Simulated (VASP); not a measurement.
# BN (P6_3/mmc) in VASP: further runs

BN is run at these levels: LDA; tasks: vibrations by perturbation theory, elastic constants.

Program: VASP 6.6.1. These are calculated values, not measurements. Logs are shortened: lines on timing, memory, paths and dates and some standing lists are left out, and cuts for length are marked.

**1. The cell of the first run**

It takes space group P6_3/mmc (No. 194, hexagonal). The conventional cell has a = 2.489 Å, b = 2.489 Å, c = 6.490 Å, α = 90.00°, β = 90.00°, γ = 120.00°. B (site symmetry -6m2) has 3 N at 1.44 Å within 1.9 Å. N (site symmetry -6m2) has 3 B at 1.44 Å within 1.9 Å.

**2. Vibrations by perturbation theory, LDA**

INCAR reads:

```
PREC = Accurate ; ENCUT = 520
EDIFF = 1E-8 ; ISMEAR = 0
SIGMA = 0.01 ; LREAL = F
LASPH = T ; NELM = 80
ALGO = Normal ; ISIF = 2
LWAVE = F ; LCHARG = F
GGA = CA ; NBANDS = 16
IBRION = 8 ; NSW = 1
LEPSILON = T
```

KPOINTS reads:

```
regular mesh
0
Gamma
  12 12 4
```

POSCAR reads:

```
BN
1.0
    2.4889465018      0.0000000000      0.0000000000
   -1.2444732509      2.1554908992      0.0000000000
    0.0000000000      0.0000000000      6.4901594111
B N
2 2
Direct
    0.3333333333      0.6666666667      0.2500000000
    0.6666666667      0.3333333333      0.7500000000
    0.3333333333      0.6666666667      0.7500000000
    0.6666666667      0.3333333333      0.2500000000
```

Potentials or basis: VASP PAW LDA potentials, release 64 (B, N).

Command:

```
$ cat potpaw_LDA.64/B/POTCAR potpaw_LDA.64/N/POTCAR > POTCAR
$ mpirun -np 1 vasp_std > vasp.out
```

OUTCAR:

```text
PREC = Accurate
   ENCUT = 520
   EDIFF = 1E-8
   ISMEAR = 0
   LREAL = F
   LASPH = T
   NELM = 80
   ISIF = 2
   GGA = CA
   IBRION = 8
   NSW = 1
   LEPSILON = T

 ion  position               nearest neighbor table
   1  0.333  0.667  0.250-   4 1.44   4 1.44   4 1.44
   2  0.667  0.333  0.750-   3 1.44   3 1.44   3 1.44
   3  0.333  0.667  0.750-   2 1.44   2 1.44   2 1.44
   4  0.667  0.333  0.250-   1 1.44   1 1.44   1 1.44

  LATTYP: Found a hexagonal cell.
 ALAT       =     2.4889465018
 C/A-ratio  =     2.6075929741

  Lattice vectors:

 A1 = (   2.4889465018,   0.0000000000,   0.0000000000)
 A2 = (  -1.2444732509,   2.1554908992,   0.0000000000)
 A3 = (   0.0000000000,   0.0000000000,   6.4901594111)

Analysis of symmetry for initial positions (statically):
=====================================================================
 Subroutine PRICEL returns:
 Original cell was already a primitive cell.

 Routine SETGRP: Setting up the symmetry group for a
 hexagonal supercell.

 Subroutine GETGRP returns: Found 24 space group operations
 (whereof 12 operations were pure point group operations)
 out of a pool of 24 trial point group operations.

The static configuration has the point symmetry D_3d.
 The point group associated with its full space group is D_6h.

Analysis of symmetry for dynamics (positions and initial velocities):
=====================================================================
 Subroutine PRICEL returns:
 Original cell was already a primitive cell.

 Routine SETGRP: Setting up the symmetry group for a
 hexagonal supercell.

[... 730 lines left out ...]

 BORN EFFECTIVE CHARGES (including local field effects) (in |e|, cummulative output)
 ---------------------------------------------------------------------------------
 ion    1
    1     2.70402     0.00000     0.00000
    2     0.00000     2.70402     0.00000
    3    -0.00000     0.00000     0.80900
 ion    2
    1     2.70402     0.00000     0.00000
    2     0.00000     2.70402     0.00000
    3    -0.00000    -0.00000     0.80900
 ion    3
    1    -2.70402     0.00000     0.00000
    2     0.00000    -2.70402     0.00000
    3     0.00000     0.00000    -0.80900
 ion    4
    1    -2.70402     0.00000     0.00000
    2     0.00000    -2.70402     0.00000
    3     0.00000     0.00000    -0.80900

 INTERNAL STRAIN TENSOR FOR ION    4 for displacements in x,y,z  (eV/Angst):
          X           Y           Z          XY          YZ          ZX
  --------------------------------------------------------------------------------
  x     0.00000     0.00000     0.00000    13.61843     0.00000     0.00000
  y    13.61843   -13.61843    -0.00000     0.00000     0.00000     0.00000
  z     0.00000    -0.00000     0.00000     0.00000     0.00000     0.00000

 SECOND DERIVATIVES (NOT SYMMETRIZED)
 ------------------------------------
               1X          1Y          1Z          2X          2Y          2Z          3X          3Y          3Z          4X          4Y          4Z
  1X   -42.880245    0.000000    0.000000    0.001255   -0.000000    0.000000    0.018445    0.000000    0.000000   42.860545    0.000000    0.000000
  1Y    -0.000000  -42.880245    0.000000    0.000000    0.001255    0.000000    0.000000    0.018445    0.000000    0.000000   42.860545    0.000000
  1Z     0.000000    0.000000  -13.748605   -0.000000   -0.000000    1.095000    0.000000    0.000000   -0.922797    0.000000    0.000000   13.576402
  2X     0.001255   -0.000000    0.000000  -42.880245    0.000000    0.000000   42.860545    0.000000    0.000000    0.018445    0.000000    0.000000
  2Y     0.000000    0.001255    0.000000   -0.000000  -42.880245    0.000000    0.000000   42.860545    0.000000    0.000000    0.018445    0.000000
  2Z    -0.000000   -0.000000    1.095000    0.000000    0.000000  -13.748605    0.000000    0.000000   13.576402    0.000000    0.000000   -0.922797
  3X     0.019689    0.000000    0.000000   42.865134    0.000000    0.000000  -42.950297    0.000000    0.000000    0.065473    0.000000    0.000000
  3Y     0.000000    0.019689    0.000000   -0.000000   42.865134    0.000000    0.000000  -42.950297    0.000000    0.000000    0.065473    0.000000
  3Z    -0.000000    0.000000   -0.906981   -0.000000    0.000000   13.565790    0.000000   -0.000000  -13.952660   -0.000000    0.000000    1.293851
  4X    42.865134    0.000000    0.000000    0.019689    0.000000    0.000000    0.065473    0.000000    0.000000  -42.950297    0.000000    0.000000
  4Y    -0.000000   42.865134    0.000000    0.000000    0.019689    0.000000    0.000000    0.065473    0.000000    0.000000  -42.950297    0.000000
  4Z    -0.000000    0.000000   13.565790   -0.000000    0.000000   -0.906981   -0.000000    0.000000    1.293851    0.000000   -0.000000  -13.952660

 Eigenvectors and eigenvalues of the dynamical matrix
 ----------------------------------------------------

   1 f  =   41.451414 THz   260.446918 2PiTHz 1382.670355 cm-1   171.429198 meV
             X         Y         Z           dx          dy          dz
     -0.000000  1.436994  1.622540    -0.530880    0.000001   -0.000000
      1.244473  0.718497  4.867620     0.530880   -0.000001   -0.000000
     -0.000000  1.436994  4.867620    -0.467083    0.000001    0.000000
      1.244473  0.718497  1.622540     0.467083   -0.000001   -0.000000
[... 71 lines left out ...]
  12 f/i=    0.002296 THz     0.014425 2PiTHz    0.076580 cm-1     0.009495 meV
             X         Y         Z           dx          dy          dz
     -0.000000  1.436994  1.622540     0.000000    0.000000    0.466807
      1.244473  0.718497  4.867620     0.000000    0.000000    0.466807
     -0.000000  1.436994  4.867620     0.000000    0.000000    0.531123
      1.244473  0.718497  1.622540     0.000000    0.000000    0.531123

--------------------------------------------------------------------------------------------------------

 MACROSCOPIC STATIC DIELECTRIC TENSOR IONIC CONTRIBUTION
 ------------------------------------------------------
           1.772248     0.000000     0.000000
           0.000000     1.772248    -0.000000
           0.000000    -0.000000     0.537498
 ------------------------------------------------------

 ELASTIC MODULI CONTR FROM IONIC RELAXATION (kBar)
 Direction    XX          YY          ZZ          XY          YZ          ZX
 --------------------------------------------------------------------------------
 XX        -470.8581    470.8581      0.0000      0.0000     -0.0000      0.0000
 YY         470.8581   -470.8581     -0.0000     -0.0000      0.0000      0.0000
 ZZ           0.0000     -0.0000     -0.0000     -0.0000     -0.0000      0.0000
 XY           0.0000     -0.0000     -0.0000   -470.8581      0.0000      0.0000
 YZ          -0.0000      0.0000     -0.0000      0.0000     -0.0000      0.0000
 ZX           0.0000      0.0000      0.0000      0.0000      0.0000      0.0000
 --------------------------------------------------------------------------------

 PIEZOELECTRIC TENSOR IONIC CONTR  for field in x, y, z        (C/m^2)
          XX          YY          ZZ          XY          YZ          ZX
  --------------------------------------------------------------------------------
  x     0.00000    -0.00000    -0.00000    -0.00000    -0.00000     0.00000
  y    -0.00000     0.00000    -0.00000    -0.00000    -0.00000     0.00000
  z     0.00000    -0.00000    -0.00000    -0.00000    -0.00000     0.00000
```

It took 6.8 min on 1 thread of Intel Xeon 6975P-C, shared host; peak memory 0.42 GiB.

What came out:

- Electronic dielectric tensor (diagonal): 4.91, 4.91, 2.86
- Born charges (mean of the diagonal): B +2.07; N -2.07 e
- Highest phonon frequency at Γ, LO-TO splitting left out: 1383 cm⁻¹

Phonon frequencies in cm⁻¹ (negative: imaginary):
| q point | frequencies |
| --- | --- |
| (0.000, 0.000, 0.000) | 0 0 0 48 48 111 751 811 1383 1383 1383 1383 |

Electronic dielectric tensor:
```
4.91 0.00 0.00
0.00 4.91 0.00
0.00 0.00 2.86
```

Born effective charge tensors (e):
atom 1, B
```
2.70 0.00 0.00
0.00 2.70 0.00
0.00 0.00 0.81
```
atom 2, B
```
2.70 0.00 0.00
0.00 2.70 0.00
0.00 0.00 0.81
```
atom 3, N
```
-2.70  0.00  0.00
 0.00 -2.70  0.00
 0.00  0.00 -0.81
```
atom 4, N
```
-2.70  0.00  0.00
 0.00 -2.70  0.00
 0.00  0.00 -0.81
```

**3. Elastic constants, LDA**

INCAR reads:

```
PREC = Accurate
ENCUT = 600
EDIFF = 1E-8
ISMEAR = 0
SIGMA = 0.01
LREAL = F
LASPH = T
NELM = 80
ALGO = Normal
ISIF = 3
LWAVE = F
LCHARG = T
GGA = CA
IBRION = 6
NFREE = 2
POTIM = 0.015
NSW = 1
```

KPOINTS is that of step 2.

POSCAR is that of step 2.

Potentials or basis: VASP PAW LDA potentials, release 64 (B, N).

Command:

```
$ cat potpaw_LDA.64/B/POTCAR potpaw_LDA.64/N/POTCAR > POTCAR
$ mpirun -np 1 vasp_std > vasp.out
```

Wall time 11 min (1 thread of Intel Xeon 6975P-C, shared host); peak memory 0.32 GiB.

Results (log left out):

```yaml
Voigt_bulk_modulus: 257 GPa
Highest_phonon_frequency_at_Γ_LO-TO_splitting_left_out: 1383 cm⁻¹
```

Phonon frequencies in cm⁻¹ (negative: imaginary):
| q point | frequencies |
| --- | --- |
| (0.000, 0.000, 0.000) | 0 0 0 50 50 114 751 811 1383 1383 1383 1383 |

Elastic tensor in Voigt notation (GPa, in the Cartesian axes of the cell as first typed):
```
918 219   2   0   0   0
219 918   2   0   0   0
  2   2  27   0   0   0
  0   0   0   5   0   0
  0   0   0   0   5   0
  0   0   0   0   0 350
```

Clamped-ion elastic tensor (GPa):
```
960 178   2   0   0   0
178 960   2   0   0   0
  2   2  27   0   0   0
  0   0   0   5   0   0
  0   0   0   0   5   0
  0   0   0   0   0 391
```
